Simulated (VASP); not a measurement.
# NiGe (Pnma) in VASP: single point with PBEsol

Aim: the single point of NiGe with PBEsol.

Everything below comes from runs of VASP 6.6.1. Logs are shortened: lines on timing, memory, paths and dates and some standing lists are left out, and cuts for length are marked.

## 1. The cell of the first run

Symmetry: Pnma, No. 62, orthorhombic system. Conventional cell: a = 5.381 Å, b = 3.428 Å, c = 5.811 Å, α = 90.00°, β = 90.00°, γ = 90.00°. Ge (site symmetry m) has 6 Ni at 2.33 to 2.49 Å and 2 Ge at 2.82 Å within 3.1 Å. Within 3.1 Å of Ni (site symmetry m) lie 6 Ge at 2.33 to 2.49 Å and 4 Ni at 2.78 to 2.80 Å.

## 2. Single point, PBEsol, collinear spin, antiferromagnetic start

Input file INCAR:

```
SYSTEM = NiGe
  PREC = Accurate
  ENCUT = 520
  EDIFF = 1E-6
  ISMEAR = -1
  SIGMA = 0.05
  LREAL = .False.
  LASPH = .True.
  NELM = 150
  ALGO = Normal
  ISIF = 2
  LWAVE = .False.
  LCHARG = .False.
  ISPIN = 2
  MAGMOM = 0 0 0 0 1 -1 1 -1
  LORBIT = 11
  LMAXMIX = 4
  GGA = PS
  NBANDS = 62
  KPAR = 4
```

Input file KPOINTS:

```
regular mesh
0
Gamma
  5 8 5
  0 0 0
```

Input file POSCAR:

```
NiGe
1.0
    5.3810000000      0.0000000000      0.0000000000
    0.0000000000      3.4280000000      0.0000000000
    0.0000000000      0.0000000000      5.8110000000
Ge Ni
4 4
Direct
    0.3120000000      0.7500000000      0.9170000000
    0.6880000000      0.2500000000      0.0830000000
    0.1880000000      0.2500000000      0.4170000000
    0.8120000000      0.7500000000      0.5830000000
    0.4950000000      0.7500000000      0.3100000000
    0.5050000000      0.2500000000      0.6900000000
    0.0050000000      0.2500000000      0.8100000000
    0.9950000000      0.7500000000      0.1900000000
```

Potentials or basis: VASP PAW PBE potentials, release 64 (Ge_d, Ni).

The run is started by

```
$ cat potpaw_PBE.64/Ge_d/POTCAR potpaw_PBE.64/Ni/POTCAR > POTCAR
$ mpirun -np 4 vasp_std > vasp.out
```

OUTCAR:

```text
SYSTEM = NiGe
   PREC = Accurate
   ENCUT = 520
   EDIFF = 1E-6
   ISMEAR = -1
   LREAL = .False.
   LASPH = .True.
   NELM = 150
   ISIF = 2
   ISPIN = 2
   LORBIT = 11
   GGA = PS

 ion  position               nearest neighbor table
   1  0.312  0.750  0.917-   8 2.33   6 2.40   6 2.40   7 2.46   7 2.46   5 2.49   2 2.82   2 2.82

   2  0.688  0.250  0.083-   7 2.33   5 2.40   5 2.40   8 2.46   8 2.46   6 2.49   1 2.82   1 2.82

   3  0.188  0.250  0.417-   6 2.33   8 2.40   8 2.40   5 2.46   5 2.46   7 2.49   4 2.82   4 2.82

   4  0.812  0.750  0.583-   5 2.33   7 2.40   7 2.40   6 2.46   6 2.46   8 2.49   3 2.82   3 2.82

   5  0.495  0.750  0.310-   4 2.33   2 2.40   2 2.40   3 2.46   3 2.46   1 2.49   8 2.78   8 2.78
                             6 2.80   6 2.80
   6  0.505  0.250  0.690-   3 2.33   1 2.40   1 2.40   4 2.46   4 2.46   2 2.49   7 2.78   7 2.78
                             5 2.80   5 2.80
   7  0.005  0.250  0.810-   2 2.33   4 2.40   4 2.40   1 2.46   1 2.46   3 2.49   6 2.78   6 2.78
                             8 2.80   8 2.80
   8  0.995  0.750  0.190-   1 2.33   3 2.40   3 2.40   2 2.46   2 2.46   4 2.49   5 2.78   5 2.78
                             7 2.80   7 2.80

  LATTYP: Found a simple orthorhombic cell.
 ALAT       =     3.4280000000
 B/A-ratio  =     1.5697199533
 C/A-ratio  =     1.6951575263

  Lattice vectors:

 A1 = (   0.0000000000,  -3.4280000000,   0.0000000000)
 A2 = (   5.3810000000,   0.0000000000,   0.0000000000)
 A3 = (   0.0000000000,   0.0000000000,   5.8110000000)

Analysis of symmetry for initial positions (statically):
=====================================================================
 Subroutine PRICEL returns:
 Original cell was already a primitive cell.

 Routine SETGRP: Setting up the symmetry group for a
 simple orthorhombic supercell.

 Subroutine GETGRP returns: Found  8 space group operations
 (whereof  2 operations were pure point group operations)
 out of a pool of  8 trial point group operations.

The static configuration has the point symmetry S_2 .
 The point group associated with its full space group is D_2h.

Analysis of symmetry for dynamics (positions and initial velocities):
=====================================================================
 Subroutine PRICEL returns:
 Original cell was already a primitive cell.

 Routine SETGRP: Setting up the symmetry group for a
 simple orthorhombic supercell.

 Subroutine GETGRP returns: Found  8 space group operations
 (whereof  2 operations were pure point group operations)
 out of a pool of  8 trial point group operations.

The dynamic configuration has the point symmetry S_2 .
 The point group associated with its full space group is D_2h.

Analysis of structural, dynamic, and magnetic symmetry:
=====================================================================
 Subroutine PRICEL returns:
 Original cell was already a primitive cell.

 Routine SETGRP: Setting up the symmetry group for a
 simple orthorhombic supercell.

 Subroutine GETGRP returns: Found  8 space group operations
 (whereof  2 operations were pure point group operations)
 out of a pool of  8 trial point group operations.

The overall configuration has the point symmetry S_2 .
 The point group associated with its full space group is D_2h.

 Subroutine INISYM returns: Found  8 space group operations
 (whereof  2 operations are pure point group operations),
 and found     1 'primitive' translations

----------------------------------------------------------------------------------------

                                     Primitive cell

  volume of cell :     107.1901

  direct lattice vectors                    reciprocal lattice vectors
     5.381000000  0.000000000  0.000000000     0.185839063  0.000000000  0.000000000
     0.000000000  3.428000000  0.000000000     0.000000000  0.291715286  0.000000000
     0.000000000  0.000000000  5.811000000     0.000000000  0.000000000  0.172087420

  length of vectors
     5.381000000  3.428000000  5.811000000     0.185839063  0.291715286  0.172087420

  position of ions in fractional coordinates (direct lattice)
     0.312000000  0.750000000  0.917000000
     0.688000000  0.250000000  0.083000000
     0.188000000  0.250000000  0.417000000
     0.812000000  0.750000000  0.583000000
     0.495000000  0.750000000  0.310000000
     0.505000000  0.250000000  0.690000000
     0.005000000  0.250000000  0.810000000
     0.995000000  0.750000000  0.190000000

  ion indices of the primitive-cell ions
   primitive index   ion index
                 1           1
                 2           2
                 3           3
                 4           4
                 5           5
                 6           6
                 7           7
                 8           8

----------------------------------------------------------------------------------------

 KPOINTS: regular mesh

Automatic generation of k-mesh.
 Grid dimensions read from file:
 generate k-points for:    5    8    5

 Generating k-lattice:

  Cartesian coordinates                     Fractional coordinates (reciprocal lattice)
     0.037167813  0.000000000  0.000000000     0.200000000  0.000000000  0.000000000
     0.000000000  0.036464411  0.000000000     0.000000000  0.125000000  0.000000000
     0.000000000  0.000000000  0.034417484     0.000000000  0.000000000  0.200000000

  Length of vectors
     0.037167813  0.036464411  0.034417484

  Shift w.r.t. Gamma in fractional coordinates (k-lattice)
     0.000000000  0.000000000  0.000000000

 Subroutine IBZKPT returns following result:
 ===========================================

 Found     45 irreducible k-points:

 Following reciprocal coordinates:
            Coordinates               Weight
  0.000000  0.000000  0.000000      1.000000
  0.200000  0.000000  0.000000      2.000000
  0.400000  0.000000  0.000000      2.000000
  0.000000  0.125000  0.000000      2.000000
  0.200000  0.125000  0.000000      4.000000
  0.400000  0.125000  0.000000      4.000000
[... 16 lines left out ...]
  0.200000  0.250000  0.200000      8.000000
  0.400000  0.250000  0.200000      8.000000
 [... further k-points ...]
   k-points           NKPTS =     45   k-points in BZ     NKDIM =     45   number of bands    NBANDS=     62
   number of dos      NEDOS =    301   number of ions     NIONS =      8
   total plane-waves  NPLWV =  53760
   dimension x,y,z NGX =    40 NGY =   28 NGZ =   48
   dimension x,y,z NGXF=    80 NGYF=   56 NGZF=   96
   ions per type =               4   4
   NGX,Y,Z   is equivalent  to a cutoff of  12.36, 13.58, 13.73 a.u.
   NGXF,Y,Z  is equivalent  to a cutoff of  24.72, 27.16, 27.46 a.u.
 SYSTEM =  NiGe
   PREC   = accura    normal or accurate (medium, high low for compatibility)
   ISTART =      0    job   : 0-new  1-cont  2-samecut
   ICHARG =      2    charge: 1-file 2-atom 10-const
   ISPIN  =      2    spin polarized calculation?
   LNONCOLLINEAR =      F non collinear calculations
   LSORBIT =      F    spin-orbit coupling
   LASPH  =      T    aspherical Exc in radial PAW
   ENCUT  =  520.0 eV  38.22 Ry    6.18 a.u.  10.01  6.37 10.80*2*pi/ulx,y,z
   NELM   =    150;   NELMIN=  2; NELMDL= -5     # of ELM steps
   EDIFF  = 0.1E-05   stopping-criterion for ELM
   LREAL  =      F    real-space projection
   EDIFFG = 0.1E-04   stopping-criterion for IOM
   NSW    =      0    number of steps for IOM
   IBRION =     -1    ionic relax: 0-MD 1-quasi-New 2-CG
   NFREE  =      0    steps in history (QN), initial steepest desc. (CG)
   ISIF   =      2    stress and relaxation
   ISYM   =      2    0-nonsym 1-usesym 2-fastsym
   POTIM  = 0.5000    time-step for ionic-motion
   TEBEG  =    0.0;   TEEND  =   0.0 temperature during run
   PSTRESS=    0.0 pullay stress
   NELECT =      96.0000    total number of electrons
   NUPDOWN=      -1.0000    fix difference up-down
   EMIN   =  10.00;   EMAX   =-10.00  energy-range for DOS
   EFERMI =   0.00;   METHOD = LEGACY
   ISMEAR =    -1;   SIGMA  =   0.05  broadening in eV -4-tet -1-fermi 0-gaus
   EFERMI_NEDOS =   21; number of points for ismear=-14 and -15
   IALGO  =     38    algorithm
   IMIX   =      4    mixing-type and parameters
     AMIX     =   0.40;   BMIX     =  1.00
     AMIX_MAG =   1.60;   BMIX_MAG =  1.00
  volume/ion in A,a.u.               =      13.40        90.42
  Fermi-wavevector in a.u.,A,eV,Ry     =   1.578024  2.982033 33.880692  2.490161
  Thomas-Fermi vector in A             =   2.678618
   LORBIT       =     11    0 simple, 1 ext, 2 COOP (PROOUT), +10 PAW based schemes
   GGA     = PS    functional components
   LHFCALC =     F    Hartree Fock is set to
   AEXX    =    0.0000 exact exchange contribution
   IVDW    =     0    specifies the selected vdW correction
   LEPSILON=     F    determine dielectric tensor
   LRPA    =     F    only Hartree local field effects (RPA)
 spin polarized calculation
  energy-cutoff  :      520.00
  volume of cell :      107.19
 maximum number of plane-waves:      2907
   NGX = 21   NGY = 13   NGZ = 21

 number of electron      96.0000018 magnetization      -0.0000000

 number of electron      96.0000018 magnetization       0.0000000

 Free energy of the ion-electron system (eV)
  ---------------------------------------------------
  ext. energy  EPLUGINS =         0.00000000
  ---------------------------------------------------
  free energy    TOTEN  =       -47.24641231 eV

  energy without entropy =      -47.22393392  energy(sigma->0) =      -47.23517312

 E-fermi :   8.8036     XC(G=0): -12.6996

 val. band max:        8.8005806634   @ k =   0.4000   0.0000   0.2000
 cond. band min:       8.8225267361   @ k =   0.4000   0.1250   0.2000
 fundamental gap:      0.0219460727
 Fermi energy:         8.8036391998

 spin component 1

 k-point     1 :       0.0000    0.0000    0.0000
  band No.  band energies     occupation
      1     -15.8422      1.00000
      2     -15.8308      1.00000
      3     -15.8187      1.00000
      4     -15.8181      1.00000
      5     -15.7949      1.00000
      6     -15.7793      1.00000
[... 1501 lines left out ...]
     59      16.2824      0.00000
     60      16.4798      0.00000

 [... further k-points ...]

 spin component 2

 k-point     1 :       0.0000    0.0000    0.0000
  band No.  band energies     occupation
      1     -15.8422      1.00000
      2     -15.8308      1.00000
      3     -15.8187      1.00000
      4     -15.8181      1.00000
      5     -15.7949      1.00000
      6     -15.7793      1.00000
[... 1501 lines left out ...]
     59      16.2824      0.00000
     60      16.4798      0.00000

 [... further k-points ...]

 [bands above 60 left out]

------------------------ aborting loop because EDIFF is reached ----------------------------------------

  FORCE on cell =-STRESS in cart. coord.  units (eV):
  Direction    XX          YY          ZZ          XY          YZ          ZX
  --------------------------------------------------------------------------------------
  -------------------------------------------------------------------------------------
  Total       -2.6522435     -1.6630492     -1.7417046      0.0000000      0.0000000      0.0000000
  in kB      -39.6432537    -24.8577038    -26.0333710      0.0000000      0.0000000      0.0000000
  external PRESSURE =     -30.1781095 kB  Pullay stress =       0.0000000 kB

 VOLUME and BASIS-vectors are now :
 -----------------------------------------------------------------------------
  energy-cutoff  :      520.00
  volume of cell :      107.19
      direct lattice vectors                 reciprocal lattice vectors
     5.381000000  0.000000000  0.000000000     0.185839063  0.000000000  0.000000000
     0.000000000  3.428000000  0.000000000     0.000000000  0.291715286  0.000000000
     0.000000000  0.000000000  5.811000000     0.000000000  0.000000000  0.172087420

 POSITION                                       TOTAL-FORCE (eV/Angst)
 -----------------------------------------------------------------------------------
      1.67887      2.57100      5.32869        -0.114063      0.000000     -0.143921
      3.70213      0.85700      0.48231         0.114063      0.000000      0.143921
      1.01163      0.85700      2.42319         0.114063      0.000000     -0.143921
      4.36937      2.57100      3.38781        -0.114063     -0.000000      0.143921
      2.66359      2.57100      1.80141        -0.057710      0.000000      0.001736
      2.71741      0.85700      4.00959         0.057710      0.000000     -0.001736
      0.02691      0.85700      4.70691         0.057710     -0.000000      0.001736
      5.35409      2.57100      1.10409        -0.057710      0.000000     -0.001736
 -----------------------------------------------------------------------------------
    total drift:                               -0.000000      0.000000     -0.000000

  FREE ENERGIE OF THE ION-ELECTRON SYSTEM (eV)
  ---------------------------------------------------
  free  energy   TOTEN  =       -47.2464123091 eV

  energy  without entropy=      -47.2239339214  energy(sigma->0) =      -47.23517312

 total charge

# of ion       s       p       d       tot
------------------------------------------
    1        1.138   1.191  10.086  12.414
    2        1.138   1.191  10.086  12.414
    3        1.138   1.191  10.086  12.414
    4        1.138   1.191  10.086  12.414
    5        0.458   0.534   8.449   9.440
    6        0.458   0.534   8.449   9.440
    7        0.458   0.534   8.449   9.440
    8        0.458   0.534   8.449   9.440
--------------------------------------------------
tot          6.382   6.897  74.139  87.418

 magnetization (x)

# of ion       s       p       d       tot
------------------------------------------
    1        0.000  -0.000  -0.000  -0.000
    2       -0.000   0.000   0.000   0.000
    3        0.000  -0.000  -0.000  -0.000
    4       -0.000   0.000   0.000   0.000
    5        0.000   0.000   0.000   0.000
    6       -0.000  -0.000  -0.000  -0.000
    7        0.000   0.000   0.000   0.000
    8       -0.000  -0.000  -0.000  -0.000
--------------------------------------------------
tot          0.000   0.000   0.000   0.000
```

Wall time 4.6 min (4 MPI ranks of Intel Xeon Platinum 8259CL at 2.50GHz (Skylake/Cascade Lake), shared host); peak memory 0.53 GiB.

Results:

| Quantity | Value |
| --- | --- |
| Free energy | -47.2464 eV |
| Pressure | -3.0 GPa |
| Largest force | 0.184 eV/Å |
| Band gap on the k mesh | zero (filled and empty bands overlap) |
| Net moment | 0.00 μB per cell |
| Valence electrons inside the program's atomic spheres | Ge 12.41; Ni 9.44 |

Forces in eV/Å, atoms in the order of the input:
```
Ge  -0.114  0.000 -0.144
Ge   0.114  0.000  0.144
Ge   0.114  0.000 -0.144
Ge  -0.114  0.000  0.144
Ni  -0.058  0.000  0.002
Ni   0.058  0.000 -0.002
Ni   0.058  0.000  0.002
Ni  -0.058  0.000 -0.002
```

Caveat: the cell stands under tension; the PAW data sets were made with another functional, which shifts forces and pressure a little.
